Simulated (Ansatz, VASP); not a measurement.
Two plane-wave programs on Ge

```
Ge
1.0
     1.43264   -2.48380    0.00040
     1.43447    2.48442    0.00021
    -0.00081    0.00002    2.62760
Ge
1
Direct
  0.50000 0.50000 0.00000
```

Change from the starting cell: cell sheared at random, sigma 0.01, atoms nudged by 0.01 Å; relaxed back.

Alike in both runs: functional r2SCAN; k mesh 14 × 14 × 12; occupations gaussian, width 0.15 eV; no spin polarisation.

Ansatz relaxed the structure, and its values are those at the end. VASP's run is a single point on that final structure, the one shown.

|  | VASP | Ansatz |
| --- | --- | --- |
| version | VASP 6.6.1 | Ansatz 0.2.0 |
| potentials or method | VASP PAW PBE potentials, release 64 (Ge_d), cutoff 520 eV | scalar-relativistic, plane waves, PAW |
| valence electrons in the cell | 14 | 14 |

```csv
,VASP,Ansatz,Ansatz less VASP
gap on the k mesh at the Fermi level (eV),none,none,-
pressure (GPa),-0.1,0.0,+0.12
```

VASP's potentials were made for PBE, not for r2SCAN. A gap of «none» marks a metal or a gap that the smearing closes.
